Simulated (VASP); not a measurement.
Set up this calculation in VASP 6.6.1, as the native input.

* Task: single point
* Functional: PBE
* Potentials or basis: VASP PAW PBE potentials, release 64 (Ag, O)
* Cutoff: 520 eV
* k mesh: 8 × 6 × 10
* Occupations: gaussian, width 0.1 eV
* Spin: no spin polarisation
* Dipole correction: no
* Further INCAR settings: ALGO = Normal; EDIFF = 1e-07; NBANDS = 32

The structure of AgO2 lies in POSCAR:

```
AgO2
1.0
    4.4143796379      0.0000000000      0.0000000000
    0.0000000000      5.2596967709      0.0000000000
    0.0000000000      0.0000000000      3.7460577306
Ag O
2 4
Direct
    0.0000000000      0.0000000000      0.0000000000
    0.5000000000      0.5000000000      0.5000000000
    0.8743258351      0.5791440393      0.0000000000
    0.1256741649      0.4208559607      0.0000000000
    0.3743258351      0.9208559607      0.5000000000
    0.6256741649      0.0791440393      0.5000000000
```

One way to write it, as run:

INCAR

```
SYSTEM = AgO2
ALGO     = Normal         ! electronic algorithm
EDIFF    = 1E-7           ! SCF threshold, eV
ENCUT    = 520            ! plane-wave cutoff, eV
GGA      = PE             ! functional
ISIF     = 2              ! what is computed and relaxed
ISMEAR   = 0              ! smearing method
LASPH    = .TRUE.         ! aspherical terms in the spheres
LCHARG   = .FALSE.        ! write CHGCAR
LREAL    = .FALSE.        ! projectors in reciprocal space
LWAVE    = .FALSE.        ! write WAVECAR
NBANDS   = 32             ! bands
NELM     = 80             ! most SCF steps
PREC     = Accurate       ! precision mode
SIGMA    = 0.1            ! smearing width, eV
```

KPOINTS

```
k-points
0
G
  8 6 10
  0 0 0
```

Potentials or basis: VASP PAW PBE potentials, release 64 (Ag, O).

Command:

```console
$ cat potpaw_PBE.64/Ag/POTCAR potpaw_PBE.64/O/POTCAR > POTCAR
$ mpirun -np 1 vasp_std > vasp.out
```

Results of the run:

| Item | Value |
| --- | --- |
| Pressure | -4.6 GPa |
| Largest force | 0.305 eV/Å |
| Band gap on the k mesh | zero (bands 23 and 24 overlap by 1.81 eV) |

Caveat: the cell stands under tension.

Run time: 9 min on 1 thread of Oxide Virtual Turin-like Processor (shared host), peak memory 0.34 GiB.
